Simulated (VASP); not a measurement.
# Ag (P6_3/mmc) in VASP: further runs

The runs below take Ag through single point, with r2SCAN.

Program: VASP 6.6.1. These are calculated values, not measurements. Logs are shortened: lines on timing, memory, paths and dates and some standing lists are left out, and cuts for length are marked.

### 1 The cell of the first run

It takes space group P6_3/mmc (No. 194, hexagonal). Conventional cell: a = 2.904 Å, b = 2.904 Å, c = 4.463 Å, α = 90.00°, β = 90.00°, γ = 120.00°. Within 3.7 Å of Ag (site symmetry -6m2) lie 12 Ag at 2.79 to 2.90 Å.

This isn't the form of Ag at room conditions, which is fcc.

### 2 Single point, r2SCAN (strain -0.0600 x Voigt [0, 0, 1, 0, 0, 0])

POSCAR reads:

```
Ag
1.0
    2.9036957658      0.0000000000      0.0000000000
   -1.4518478829      2.5146742980      0.0000000000
    0.0000000000      0.0000000000      4.4629755497
Ag
2
Direct
    0.3333333333      0.6666666667      0.2500000000
    0.6666666667      0.3333333333      0.7500000000
```

INCAR.step1 reads:

```
ALGO = Normal
EDIFF = 1E-4
ENCUT = 520
GGA = PE
ISMEAR = 0
LASPH = T
LCHARG = F
LREAL = F
LWAVE = T
NBANDS = 18
NELM = 80
PREC = Accurate
SIGMA = 0.15
```

INCAR.step2 reads:

```
ALGO = Normal
EDIFF = 1E-7
ENCUT = 520
ISIF = 2
ISMEAR = 0
ISTART = 1
LASPH = T
LCHARG = T
LELF = T
LMIXTAU = T
LREAL = F
LVHAR = T
LWAVE = F
METAGGA = R2SCAN
NBANDS = 18
NELM = 80
PREC = Accurate
SIGMA = 0.15
```

KPOINTS reads:

```
k-points
0
Gamma
  24 24 14
```

Potentials or basis: VASP PAW PBE potentials, release 64 (Ag).

Command:

```sh
> cat potpaw_PBE.64/Ag/POTCAR > POTCAR
> cp INCAR.step1 INCAR
> mpirun -np 1 vasp_std > vasp.out
> cp INCAR.step2 INCAR
> mpirun -np 1 vasp_std > vasp.out
```

OUTCAR:

```text
EDIFF = 1E-7
   ENCUT = 520
   ISIF = 2
   ISMEAR = 0
   ISTART = 1
   LASPH = T
   LREAL = F
   METAGGA = R2SCAN
   NELM = 80
   PREC = Accurate

 ion  position               nearest neighbor table
   1  0.333  0.667  0.250-   2 2.79   2 2.79   2 2.79   2 2.79   2 2.79   2 2.79
   2  0.667  0.333  0.750-   1 2.79   1 2.79   1 2.79   1 2.79   1 2.79   1 2.79

  LATTYP: Found a hexagonal cell.
 ALAT       =     2.9036957658
 C/A-ratio  =     1.5369983324

  Lattice vectors:

 A1 = (   2.9036957658,   0.0000000000,   0.0000000000)
 A2 = (  -1.4518478829,   2.5146742980,   0.0000000000)
 A3 = (   0.0000000000,   0.0000000000,   4.4629755497)

Analysis of symmetry for initial positions (statically):
=====================================================================
 Subroutine PRICEL returns:
 Original cell was already a primitive cell.

 Routine SETGRP: Setting up the symmetry group for a
 hexagonal supercell.

 Subroutine GETGRP returns: Found 24 space group operations
 (whereof 12 operations were pure point group operations)
 out of a pool of 24 trial point group operations.

The static configuration has the point symmetry D_3d.
 The point group associated with its full space group is D_6h.

Analysis of symmetry for dynamics (positions and initial velocities):
=====================================================================
 Subroutine PRICEL returns:
 Original cell was already a primitive cell.

 Routine SETGRP: Setting up the symmetry group for a
 hexagonal supercell.

 Subroutine GETGRP returns: Found 24 space group operations
 (whereof 12 operations were pure point group operations)
 out of a pool of 24 trial point group operations.

The dynamic configuration has the point symmetry D_3d.
 The point group associated with its full space group is D_6h.

 Subroutine INISYM returns: Found 24 space group operations
 (whereof 12 operations are pure point group operations),
 and found     1 'primitive' translations

----------------------------------------------------------------------------------------

                                     Primitive cell

  volume of cell :      32.5880

  direct lattice vectors                    reciprocal lattice vectors
     2.903695766  0.000000000  0.000000000     0.344388697  0.198832907  0.000000000
    -1.451847883  2.514674298  0.000000000     0.000000000  0.397665813  0.000000000
     0.000000000  0.000000000  4.462975550     0.000000000  0.000000000  0.224065758

  length of vectors
     2.903695766  2.903695766  4.462975550     0.397665813  0.397665813  0.224065758

  position of ions in fractional coordinates (direct lattice)
     0.333333333  0.666666667  0.250000000
     0.666666667  0.333333333  0.750000000

  ion indices of the primitive-cell ions
   primitive index   ion index
                 1           1
                 2           2

----------------------------------------------------------------------------------------

 KPOINTS: k-points

Automatic generation of k-mesh.
 Grid dimensions read from file:
 generate k-points for:   24   24   14

 Generating k-lattice:

  Cartesian coordinates                     Fractional coordinates (reciprocal lattice)
     0.014349529  0.008284704  0.000000000     0.041666667 -0.000000000  0.000000000
     0.000000000  0.016569409  0.000000000     0.000000000  0.041666667  0.000000000
     0.000000000  0.000000000  0.016004697     0.000000000  0.000000000  0.071428571

  Length of vectors
     0.016569409  0.016569409  0.016004697

  Shift w.r.t. Gamma in fractional coordinates (k-lattice)
     0.000000000  0.000000000  0.000000000

 Subroutine IBZKPT returns following result:
 ===========================================

 Found    488 irreducible k-points:

 Following reciprocal coordinates:
            Coordinates               Weight
  0.000000  0.000000  0.000000      1.000000
  0.041667 -0.000000  0.000000      6.000000
  0.083333  0.000000  0.000000      6.000000
  0.125000 -0.000000  0.000000      6.000000
  0.166667 -0.000000  0.000000      6.000000
  0.208333 -0.000000  0.000000      6.000000
[... 16 lines left out ...]
  0.416667  0.041667  0.000000     12.000000
  0.458333  0.041667  0.000000     12.000000
 [... further k-points ...]
   k-points           NKPTS =    488   k-points in BZ     NKDIM =    488   number of bands    NBANDS=     18
   number of dos      NEDOS =    301   number of ions     NIONS =      2
   total plane-waves  NPLWV =  20736
   dimension x,y,z NGX =    24 NGY =   24 NGZ =   36
   dimension x,y,z NGXF=    48 NGYF=   48 NGZF=   72
   ions per type =               2
   NGX,Y,Z   is equivalent  to a cutoff of  13.74, 13.74, 13.41 a.u.
   NGXF,Y,Z  is equivalent  to a cutoff of  27.48, 27.48, 26.82 a.u.
 SYSTEM =  unknown system
   PREC   = accura    normal or accurate (medium, high low for compatibility)
   ISTART =      1    job   : 0-new  1-cont  2-samecut
   ICHARG =      0    charge: 1-file 2-atom 10-const
   ISPIN  =      1    spin polarized calculation?
   LNONCOLLINEAR =      F non collinear calculations
   LSORBIT =      F    spin-orbit coupling
   LASPH  =      T    aspherical Exc in radial PAW
   ENCUT  =  520.0 eV  38.22 Ry    6.18 a.u.   5.40  5.40  8.30*2*pi/ulx,y,z
   NELM   =     80;   NELMIN=  2; NELMDL=  0     # of ELM steps
   EDIFF  = 0.1E-06   stopping-criterion for ELM
   LREAL  =      F    real-space projection
   EDIFFG = 0.1E-05   stopping-criterion for IOM
   NSW    =      0    number of steps for IOM
   IBRION =     -1    ionic relax: 0-MD 1-quasi-New 2-CG
   NFREE  =      0    steps in history (QN), initial steepest desc. (CG)
   ISIF   =      2    stress and relaxation
   ISYM   =      2    0-nonsym 1-usesym 2-fastsym
   POTIM  = 0.5000    time-step for ionic-motion
   TEBEG  =    0.0;   TEEND  =   0.0 temperature during run
   PSTRESS=    0.0 pullay stress
   NELECT =      22.0000    total number of electrons
   NUPDOWN=      -1.0000    fix difference up-down
   EMIN   =  10.00;   EMAX   =-10.00  energy-range for DOS
   EFERMI =   0.00;   METHOD = LEGACY
   ISMEAR =     0;   SIGMA  =   0.15  broadening in eV -4-tet -1-fermi 0-gaus
   EFERMI_NEDOS =   21; number of points for ismear=-14 and -15
   IALGO  =     38    algorithm
   IMIX   =      4    mixing-type and parameters
     AMIX     =   0.40;   BMIX     =  1.00
     AMIX_MAG =   1.60;   BMIX_MAG =  1.00
  volume/ion in A,a.u.               =      16.29       109.96
  Fermi-wavevector in a.u.,A,eV,Ry     =   1.436139  2.713910 28.061968  2.062496
  Thomas-Fermi vector in A             =   2.555361
   LORBIT       =      0    0 simple, 1 ext, 2 COOP (PROOUT), +10 PAW based schemes
   METAGGA = R2SCAN    functional components
   LHFCALC =     F    Hartree Fock is set to
   AEXX    =    0.0000 exact exchange contribution
   IVDW    =     0    specifies the selected vdW correction
   LEPSILON=     F    determine dielectric tensor
   LRPA    =     F    only Hartree local field effects (RPA)
 non-spin polarized calculation
 Gauss-broadening in eV      SIGMA  =   0.15
  energy-cutoff  :      520.00
  volume of cell :       32.59
 maximum number of plane-waves:       905
 NGX is ok and might be reduce to    24
   NGX = 11   NGY = 11   NGZ = 17

 number of electron      22.0000008 magnetization

 Free energy of the ion-electron system (eV)
  ---------------------------------------------------
  ext. energy  EPLUGINS =         0.00000000
  ---------------------------------------------------
  free energy    TOTEN  =       -42.62462328 eV

  energy without entropy =      -42.61806853  energy(sigma->0) =      -42.62134591

 E-fermi :   9.1383     XC(G=0): -13.2830

 val. band max:        9.1347586293   @ k =   0.1667   0.1250   0.2857
 cond. band min:       9.1451396965   @ k =   0.0000   0.0000   0.0000
 fundamental gap:      0.0103810673
 Fermi energy:         9.1383209323

 k-point     1 :       0.0000    0.0000    0.0000
  band No.  band energies     occupation
      1       0.7620      2.00000
      2       2.0548      2.00000
      3       3.8535      2.00000
      4       3.8535      2.00000
      5       4.0410      2.00000
      6       4.1815      2.00000
[... 10 lines left out ...]
     17      27.7043      0.00000
     18      28.6010      0.00000

 k-point     2 :       0.0417   -0.0000    0.0000
  band No.  band energies     occupation
      1       0.8114      2.00000
      2       2.0812      2.00000
      3       3.7943      2.00000
      4       3.8798      2.00000
      5       4.0969      2.00000
      6       4.1734      2.00000
[... 10 lines left out ...]
     17      28.1438      0.00000
     18      28.6194      0.00000

 k-point     3 :       0.0833    0.0000    0.0000
  band No.  band energies     occupation
      1       0.9570      2.00000
      2       2.1559      2.00000
      3       3.6848      2.00000
      4       3.9578      2.00000
      5       4.1442      2.00000
      6       4.1786      2.00000
[... 10 lines left out ...]
     17      28.4793      0.00000
     18      28.6541      0.00000

 k-point     4 :       0.1250   -0.0000    0.0000
  band No.  band energies     occupation
      1       1.1908      2.00000
      2       2.2655      2.00000
      3       3.5689      2.00000
      4       4.0525      2.00000
      5       4.0839      2.00000
      6       4.1141      2.00000
[... 10 lines left out ...]
     17      28.6079      0.00000
     18      28.9081      0.00000

 k-point     5 :       0.1667   -0.0000    0.0000
  band No.  band energies     occupation
      1       1.4951      2.00000
      2       2.3839      2.00000
      3       3.4727      2.00000
      4       3.8612      2.00000
      5       4.0384      2.00000
      6       4.0888      2.00000
[... 10 lines left out ...]
     17      27.6820      0.00000
     18      28.5476      0.00000

 k-point     6 :       0.2083   -0.0000    0.0000
  band No.  band energies     occupation
      1       1.8352      2.00000
      2       2.4708      2.00000
      3       3.4372      2.00000
      4       3.6180      2.00000
      5       3.9403      2.00000
      6       4.0879      2.00000
[... 10 lines left out ...]
     17      26.5794      0.00000
     18      28.2125      0.00000

 k-point     7 :       0.2500   -0.0000    0.0000
  band No.  band energies     occupation
      1       2.1455      2.00000
      2       2.4923      2.00000
      3       3.3554      2.00000
      4       3.5156      2.00000
      5       3.8416      2.00000
      6       4.1264      2.00000
[... 10 lines left out ...]
     17      25.7490      0.00000
     18      27.3022      0.00000

 k-point     8 :       0.2917   -0.0000    0.0000
  band No.  band energies     occupation
      1       2.3223      2.00000
      2       2.4827      2.00000
      3       3.1035      2.00000
      4       3.7287      2.00000
      5       3.7484      2.00000
      6       4.2047      2.00000
[... 10 lines left out ...]
     17      24.9958      0.00000
     18      26.6242      0.00000
[... 229 lines left out ...]
     17      25.6178      0.00000
     18      27.1781      0.00000

 k-point    20 :       0.2917    0.0417    0.0000
  band No.  band energies     occupation
      1       2.3562      2.00000
      2       2.5223      2.00000
      3       2.9807      2.00000
      4       3.6970      2.00000
      5       3.8206      2.00000
      6       4.2519      2.00000
[... 10 lines left out ...]
     17      24.3759      0.00000
     18      26.8134      0.00000

 k-point    21 :       0.3333    0.0417    0.0000
  band No.  band energies     occupation
      1       2.2855      2.00000
      2       2.5619      2.00000
      3       2.7807      2.00000
      4       3.6250      2.00000
      5       4.1101      2.00000
      6       4.3576      2.00000
[... 10 lines left out ...]
     17      22.9995      0.00000
     18      26.3493      0.00000

 k-point    22 :       0.3750    0.0417    0.0000
  band No.  band energies     occupation
      1       2.2070      2.00000
      2       2.5669      2.00000
      3       2.6255      2.00000
      4       3.5683      2.00000
      5       4.3152      2.00000
      6       4.3349      2.00000
[... 10 lines left out ...]
     17      22.0119      0.00000
     18      25.9850      0.00000

 k-point    23 :       0.4167    0.0417    0.0000
  band No.  band energies     occupation
      1       2.1473      2.00000
      2       2.5198      2.00000
      3       2.5575      2.00000
      4       3.5293      2.00000
      5       4.2820      2.00000
      6       4.4440      2.00000
[... 10 lines left out ...]
     17      21.1747      0.00000
     18      25.7365      0.00000

 k-point    24 :       0.4583    0.0417    0.0000
  band No.  band energies     occupation
      1       2.1156      2.00000
      2       2.4663      2.00000
      3       2.5493      2.00000
      4       3.5095      2.00000
      5       4.2653      2.00000
      6       4.4859      2.00000
[... 10 lines left out ...]
     17      20.6165      0.00000
     18      25.6109      0.00000

 [... further k-points ...]

------------------------ aborting loop because EDIFF is reached ----------------------------------------

  FORCE on cell =-STRESS in cart. coord.  units (eV):
  Direction    XX          YY          ZZ          XY          YZ          ZX
  --------------------------------------------------------------------------------------
  -------------------------------------------------------------------------------------
  Total        1.1503287      1.1503287      2.7841577      0.0000000      0.0000000      0.0000000
  in kB       56.5555421     56.5555421    136.8822251      0.0000000      0.0000000      0.0000000
  external PRESSURE =      83.3311031 kB  Pullay stress =       0.0000000 kB

 VOLUME and BASIS-vectors are now :
 -----------------------------------------------------------------------------
  energy-cutoff  :      520.00
  volume of cell :       32.59
      direct lattice vectors                 reciprocal lattice vectors
     2.903695766  0.000000000  0.000000000     0.344388697  0.198832907  0.000000000
    -1.451847883  2.514674298  0.000000000     0.000000000  0.397665813  0.000000000
     0.000000000  0.000000000  4.462975550     0.000000000  0.000000000  0.224065758

 POSITION                                       TOTAL-FORCE (eV/Angst)
 -----------------------------------------------------------------------------------
     -0.00000      1.67645      1.11574        -0.000000      0.000000      0.000000
      1.45185      0.83822      3.34723         0.000000     -0.000000      0.000000
 -----------------------------------------------------------------------------------
    total drift:                                0.000000     -0.000000      0.000000

  FREE ENERGIE OF THE ION-ELECTRON SYSTEM (eV)
  ---------------------------------------------------
  free  energy   TOTEN  =       -42.6246232847 eV

  energy  without entropy=      -42.6180685277  energy(sigma->0) =      -42.62134591
```

Wall time 13 min (1 thread of Intel Xeon Platinum 8375C at 2.90GHz (Ice Lake), shared host); peak memory 0.35 GiB.

What came out:

```
Free energy            : -42.6246 eV
Pressure               : 8.3 GPa
Band gap on the k mesh : zero (bands 11 and 12 overlap by 7.87 eV)
```

Caveat: the cell differs from its parent crystal (strain -0.0600 x Voigt [0, 0, 1, 0, 0, 0]); the stress differs along the axes, from 6 to 14 GPa; the PAW data sets were made with another functional, which shifts forces and pressure a little.

### 3 Single point, r2SCAN (strain -0.0450 x Voigt [0, 0, 1, 0, 0, 0])

POSCAR, as its differences from that of step 2:

```diff
@@ -4,3 +4,3 @@
    -1.4518478829      2.5146742980      0.0000000000
-    0.0000000000      0.0000000000      4.4629755497
+    0.0000000000      0.0000000000      4.5341932447
 Ag
```

INCAR.step1 reads:

```
ALGO = Normal
EDIFF = 1E-4
ENCUT = 520
GGA = PE
ISMEAR = 0
LASPH = True
LCHARG = False
LREAL = False
LWAVE = True
NBANDS = 18
NELM = 60
PREC = Accurate
SIGMA = 0.15
```

INCAR.step2 reads:

```
ALGO = Normal
EDIFF = 1E-7
ENCUT = 520
ISIF = 2
ISMEAR = 0
ISTART = 1
LASPH = True
LCHARG = True
LELF = True
LMIXTAU = True
LREAL = False
LVHAR = True
LWAVE = False
METAGGA = R2SCAN
NBANDS = 18
NELM = 60
PREC = Accurate
SIGMA = 0.15
```

KPOINTS is that of step 2.

Potentials or basis: VASP PAW PBE potentials, release 64 (Ag).

Command:

```sh
> cat potpaw_PBE.64/Ag/POTCAR > POTCAR
> cp INCAR.step1 INCAR
> mpirun -np 1 vasp_std > vasp.out
> cp INCAR.step2 INCAR
> mpirun -np 1 vasp_std > vasp.out
```

Wall time 12 min (1 thread of Intel Xeon Platinum 8375C at 2.90GHz (Ice Lake), shared host); peak memory 0.35 GiB.

It converged, with:

```
Free energy            : -42.6628 eV
Pressure               : 5.8 GPa
Band gap on the k mesh : zero (bands 11 and 12 overlap by 7.89 eV)
```

Stress tensor (GPa, compression positive):
```
3.84 0.00 0.00
0.00 3.84 0.00
0.00 0.00 9.77
```

Levels at points of the mesh, in eV from the Fermi level:
```tsv
k point	band 7	band 8	band 9	band 10	band 11	band 12	band 13	band 14	band 15	band 16
(0.00, 0.00, 0.00)	-4.92	-4.76	-4.76	-3.49	-3.49	-0.10	4.46	15.96	18.53	18.58
(0.50, 0.00, 0.00)	-4.30	-3.48	-3.29	-3.21	-0.10	1.39	7.58	7.77	10.32	10.68
(0.00, 0.00, 0.50)	-4.85	-4.85	-3.82	-3.82	-3.82	-3.82	12.76	12.76	16.38	16.38
(0.50, 0.00, 0.50)	-3.55	-3.55	-3.36	-3.36	0.69	0.69	4.77	4.77	14.05	14.05
```

Caveat: the cell differs from its parent crystal (strain -0.0450 x Voigt [0, 0, 1, 0, 0, 0]); the stress differs along the axes, from 4 to 10 GPa; the PAW data sets were made with another functional, which shifts forces and pressure a little.
